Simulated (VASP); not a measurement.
# C (Fmmm) in VASP: vibrations by perturbation theory with LDA

Aim: the vibrations by perturbation theory of C with LDA.

Program: VASP 6.6.1. These are calculated values, not measurements. Logs are shortened: lines on timing, memory, paths and dates and some standing lists are left out, and cuts for length are marked.

## (1) The cell of the first run

The structure is orthorhombic, space group Fmmm (No. 69). Conventional cell: a = 2.456 Å, b = 4.254 Å, c = 6.696 Å, α = 90.00°, β = 90.00°, γ = 90.00°. Within 1.9 Å of C (site symmetry m2m) lie 3 C at 1.42 Å.

## (2) Vibrations by perturbation theory, LDA

File INCAR:

```
SYSTEM = C
  PREC = Accurate
  ENCUT = 520
  EDIFF = 1E-8
  ISMEAR = -1
  SIGMA = 0.05
  LREAL = .False.
  LASPH = .True.
  NELM = 100
  ALGO = Normal
  ISIF = 2
  LWAVE = .False.
  LCHARG = .True.
  GGA = CA
  IBRION = 8
  NSW = 1
```

File KPOINTS:

```
Automatic mesh
0
Gamma
  16 16 16
  0 0 0
```

File POSCAR:

```
C
1.0
    0.0000000000      2.1270000000      3.3480000000
    1.2280000000      0.0000000000      3.3480000000
    1.2280000000      2.1270000000      0.0000000000
C
2
Direct
    0.1666700000      0.8333300000      0.1666700000
    0.8333300000      0.1666700000      0.8333300000
```

Potentials or basis: VASP PAW LDA potentials, release 64 (C).

Command:

```bash
$ cat potpaw_LDA.64/C/POTCAR > POTCAR
$ mpirun -np 1 vasp_std > vasp.out
```

OUTCAR:

```text
SYSTEM = C
   PREC = Accurate
   ENCUT = 520
   EDIFF = 1E-8
   ISMEAR = -1
   LREAL = .False.
   LASPH = .True.
   NELM = 100
   ISIF = 2
   GGA = CA
   IBRION = 8
   NSW = 1

 ion  position               nearest neighbor table
   1  0.167  0.833  0.167-   2 1.42   2 1.42   2 1.42
   2  0.833  0.167  0.833-   1 1.42   1 1.42   1 1.42

  LATTYP: Found a face centered orthorhombic cell.
 ALAT       =     2.4560000000
 B/A-ratio  =     1.7320846906
 C/A-ratio  =     2.7263843648

  Lattice vectors:

 A1 = (   0.0000000000,   2.1270000000,   3.3480000000)
 A2 = (   1.2280000000,   0.0000000000,   3.3480000000)
 A3 = (   1.2280000000,   2.1270000000,   0.0000000000)

Analysis of symmetry for initial positions (statically):
=====================================================================
 Subroutine PRICEL returns:
 Original cell was already a primitive cell.

 Routine SETGRP: Setting up the symmetry group for a
 face centered orthorhombic supercell.

 Subroutine GETGRP returns: Found  8 space group operations
 (whereof  8 operations were pure point group operations)
 out of a pool of  8 trial point group operations.

The static configuration has the point symmetry D_2h.

Analysis of symmetry for dynamics (positions and initial velocities):
=====================================================================
 Subroutine PRICEL returns:
 Original cell was already a primitive cell.

 Routine SETGRP: Setting up the symmetry group for a
 face centered orthorhombic supercell.

 Subroutine GETGRP returns: Found  8 space group operations
 (whereof  8 operations were pure point group operations)
 out of a pool of  8 trial point group operations.

The dynamic configuration has the point symmetry D_2h.

 Subroutine INISYM returns: Found  8 space group operations
 (whereof  8 operations are pure point group operations),
 and found     1 'primitive' translations

----------------------------------------------------------------------------------------

                                     Primitive cell

  volume of cell :      17.4897

  direct lattice vectors                    reciprocal lattice vectors
     0.000000000  2.127000000  3.348000000    -0.407166124  0.235072873  0.149342891
     1.228000000  0.000000000  3.348000000     0.407166124 -0.235072873  0.149342891
     1.228000000  2.127000000  0.000000000     0.407166124  0.235072873 -0.149342891

  length of vectors
     3.966513961  3.566102635  2.456036034     0.493301943  0.493301943  0.493301943

  position of ions in fractional coordinates (direct lattice)
     0.166670000  0.833330000  0.166670000
     0.833330000  0.166670000  0.833330000

  ion indices of the primitive-cell ions
   primitive index   ion index
                 1           1
                 2           2

----------------------------------------------------------------------------------------

 KPOINTS: Automatic mesh

Automatic generation of k-mesh.
 Grid dimensions read from file:
 generate k-points for:   16   16   16

 Generating k-lattice:

  Cartesian coordinates                     Fractional coordinates (reciprocal lattice)
    -0.025447883  0.014692055  0.009333931     0.062500000  0.000000000  0.000000000
     0.025447883 -0.014692055  0.009333931     0.000000000  0.062500000  0.000000000
     0.025447883  0.014692055 -0.009333931     0.000000000  0.000000000  0.062500000

  Length of vectors
     0.030831371  0.030831371  0.030831371

  Shift w.r.t. Gamma in fractional coordinates (k-lattice)
     0.000000000  0.000000000  0.000000000

 Subroutine IBZKPT returns following result:
 ===========================================

 Found    621 irreducible k-points:

 Following reciprocal coordinates:
            Coordinates               Weight
  0.000000  0.000000  0.000000      1.000000
  0.062500  0.000000  0.000000      8.000000
  0.125000  0.000000  0.000000      8.000000
  0.187500  0.000000 -0.000000      8.000000
  0.250000  0.000000  0.000000      8.000000
  0.312500  0.000000  0.000000      8.000000
[... 16 lines left out ...]
 -0.125000  0.062500  0.000000      8.000000
 -0.062500  0.062500  0.000000      4.000000
 [... further k-points ...]
[... 18 lines left out ...]
   EDIFF  = 0.1E-07   stopping-criterion for ELM
   LREAL  =      F    real-space projection
   EDIFFG = 0.1E-06   stopping-criterion for IOM
   NSW    =      1    number of steps for IOM
   IBRION =      8    ionic relax: 0-MD 1-quasi-New 2-CG
   NFREE  =      0    steps in history (QN), initial steepest desc. (CG)
   ISIF   =      2    stress and relaxation
   ISYM   =      2    0-nonsym 1-usesym 2-fastsym
   POTIM  = 0.5000    time-step for ionic-motion
   TEBEG  =    0.0;   TEEND  =   0.0 temperature during run
   PSTRESS=    0.0 pullay stress
   NELECT =       8.0000    total number of electrons
   NUPDOWN=      -1.0000    fix difference up-down
   EMIN   =  10.00;   EMAX   =-10.00  energy-range for DOS
   EFERMI =   0.00;   METHOD = LEGACY
   ISMEAR =    -1;   SIGMA  =   0.05  broadening in eV -4-tet -1-fermi 0-gaus
   EFERMI_NEDOS =   21; number of points for ismear=-14 and -15
   IALGO  =     38    algorithm
   IMIX   =      4    mixing-type and parameters
     AMIX     =   0.40;   BMIX     =  1.00
     AMIX_MAG =   1.60;   BMIX_MAG =  1.00
  volume/ion in A,a.u.               =       8.74        59.01
  Fermi-wavevector in a.u.,A,eV,Ry     =   1.261376  2.383654 21.647797  1.591068
  Thomas-Fermi vector in A             =   2.394838
   LORBIT       =      0    0 simple, 1 ext, 2 COOP (PROOUT), +10 PAW based schemes
   GGA     = CA    functional components
   LHFCALC =     F    Hartree Fock is set to
   AEXX    =    0.0000 exact exchange contribution
   IVDW    =     0    specifies the selected vdW correction
   LEPSILON=     F    determine dielectric tensor
   LRPA    =     F    only Hartree local field effects (RPA)
 non-spin polarized calculation
  energy-cutoff  :      520.00
  volume of cell :       17.49
 maximum number of plane-waves:       499
 NGX is ok and might be reduce to    30
   NGX = 15   NGY = 13   NGZ =  9

--------------------------------------- Ionic step        1  -------------------------------------------

 number of electron       8.0000000 magnetization

 Free energy of the ion-electron system (eV)
  ---------------------------------------------------
  ext. energy  EPLUGINS =         0.00000000
  ---------------------------------------------------
  free energy    TOTEN  =       -20.21907045 eV

  energy without entropy =      -20.21888338  energy(sigma->0) =      -20.21897692

 E-fermi :   4.5636     XC(G=0): -10.7877

 val. band max:        4.4355651422   @ k =   0.4375  -0.1875   0.3125
 cond. band min:       4.6120063677   @ k =   0.0000   0.3125   0.3125
 fundamental gap:      0.1764412255
 Fermi energy:         4.5636367080

 k-point     1 :       0.0000    0.0000    0.0000
  band No.  band energies     occupation
      1     -14.8828      2.00000
      2      -1.9546      2.00000
      3       1.6413      2.00000
      4       1.6659      2.00000
      5       8.5004      0.00000
      6      12.9950      0.00000
      7      13.0704      0.00000
      8      16.0672      0.00000
[... 243 lines left out ...]
 k-point    24 :      -0.0625    0.0625    0.0000
  band No.  band energies     occupation
      1     -14.5097      2.00000
      2      -1.5288      2.00000
      3       0.3176      2.00000
      4       0.9376      2.00000
      5       8.9528      0.00000
      6      13.1475      0.00000
      7      14.5256      0.00000
      8      14.7550      0.00000

 [... further k-points ...]

------------------------ aborting loop because EDIFF is reached ----------------------------------------

  FORCE on cell =-STRESS in cart. coord.  units (eV):
  Direction    XX          YY          ZZ          XY          YZ          ZX
  --------------------------------------------------------------------------------------
  -------------------------------------------------------------------------------------
  Total       -0.4583749     -0.5431018      0.0158934      0.0000000      0.0000000      0.0000000
  in kB      -41.9904096    -49.7520021      1.4559448      0.0000000      0.0000000      0.0000000
  external PRESSURE =     -30.0954890 kB  Pullay stress =       0.0000000 kB

 VOLUME and BASIS-vectors are now :
 -----------------------------------------------------------------------------
  energy-cutoff  :      520.00
  volume of cell :       17.49
      direct lattice vectors                 reciprocal lattice vectors
     0.000000000  2.127000000  3.348000000    -0.407166124  0.235072873  0.149342891
     1.228000000  0.000000000  3.348000000     0.407166124 -0.235072873  0.149342891
     1.228000000  2.127000000  0.000000000     0.407166124  0.235072873 -0.149342891

 POSITION                                       TOTAL-FORCE (eV/Angst)
 -----------------------------------------------------------------------------------
      1.22800      0.70901      3.34800         0.000000     -0.011549      0.000000
      1.22800      3.54499      3.34800         0.000000      0.011549      0.000000
 -----------------------------------------------------------------------------------
    total drift:                               -0.000000     -0.000000     -0.000000

  FREE ENERGIE OF THE ION-ELECTRON SYSTEM (eV)
  ---------------------------------------------------
  free  energy   TOTEN  =       -20.2190704487 eV

  energy  without entropy=      -20.2188833835  energy(sigma->0) =      -20.21897692

[... ionic steps 2 to 3 ...]

--------------------------------------- Ionic step        4  -------------------------------------------

------------------------ aborting loop because EDIFF is reached ----------------------------------------

--------------------------------------- Ionic step        5  -------------------------------------------

------------------------ aborting loop because EDIFF is reached ----------------------------------------

--------------------------------------- Ionic step        6  -------------------------------------------

 Free energy of the ion-electron system (eV)
  ---------------------------------------------------
  ---------------------------------------------------
  free energy    TOTEN  =        -0.12146100 eV

  energy without entropy =       -0.12146100

------------------------ aborting loop because EDIFF is reached ----------------------------------------

 INTERNAL STRAIN TENSOR  FOR ION    1  DIRECTION 3   (eV/Angst):
 -----------------------------------------------------------------------------
    -0.00046  0.00000  0.00000
     0.00000 -0.00054 -0.15306
     0.00000 -0.14025 -0.00151

 INTERNAL STRAIN TENSOR FOR ION    2 for displacements in x,y,z  (eV/Angst):
          X           Y           Z          XY          YZ          ZX
  --------------------------------------------------------------------------------
  x     0.00000     0.00000     0.00000   -11.20928     0.00000     0.00000
  y   -12.05719    11.99017     0.02213     0.00000     0.00000     0.00000
  z     0.00000     0.00000     0.00000     0.00000     0.14025     0.00000

 SECOND DERIVATIVES (NOT SYMMETRIZED)
 ------------------------------------
               1X          1Y          1Z          2X          2Y          2Z
  1X   -54.106699    0.000000    0.000000   54.106699    0.000000    0.000000
  1Y     0.000000  -54.544417    0.000000    0.000000   54.544417    0.000000
  1Z     0.000000    0.000000  -17.294662    0.000000    0.000000   17.294662
  2X    54.106699    0.000000    0.000000  -54.106699    0.000000    0.000000
  2Y     0.000000   54.544417    0.000000    0.000000  -54.544417    0.000000
  2Z     0.000000    0.000000   17.294662    0.000000    0.000000  -17.294662

 Eigenvectors and eigenvalues of the dynamical matrix
 ----------------------------------------------------

   1 f  =   47.114143 THz   296.026889 2PiTHz 1571.558639 cm-1   194.848350 meV
             X         Y         Z           dx          dy          dz
      1.228000  0.709014  3.348000     0.000000    0.707107    0.000000
      1.228000  3.544986  3.348000     0.000000   -0.707107    0.000000
[... 21 lines left out ...]
   6 f  =    0.000000 THz     0.000000 2PiTHz    0.000000 cm-1     0.000000 meV
             X         Y         Z           dx          dy          dz
      1.228000  0.709014  3.348000     0.000000    0.000000    0.707107
      1.228000  3.544986  3.348000     0.000000    0.000000    0.707107

--------------------------------------------------------------------------------------------------------

 ELASTIC MODULI CONTR FROM IONIC RELAXATION (kBar)
 Direction    XX          YY          ZZ          XY          YZ          ZX
 --------------------------------------------------------------------------------
 XX        -244.1579    242.8009      0.4482      0.0000      0.0000      0.0000
 YY         242.8009   -241.4513     -0.4457     -0.0000     -0.0000      0.0000
 ZZ           0.4482     -0.4457     -0.0008     -0.0000     -0.0000      0.0000
 XY           0.0000     -0.0000     -0.0000   -212.7322     -0.0000      0.0000
 YZ           0.0000     -0.0000     -0.0000     -0.0000     -0.1042      0.0000
 ZX           0.0000      0.0000      0.0000      0.0000      0.0000      0.0000
 --------------------------------------------------------------------------------
```

Run time: 9 min. Hardware: 1 thread of Intel Xeon 8259CL, shared host; peak memory 0.41 GiB.

What came out:

```yaml
Highest_phonon_frequency_at_Γ: 1572 cm⁻¹
```

Phonon frequencies in cm⁻¹ (negative: imaginary):
| q point | frequencies |
| --- | --- |
| (0.000, 0.000, 0.000) | 0 0 0 885 1565 1572 |

Caveat: the cell stands under pressure or tension, which shifts response properties.
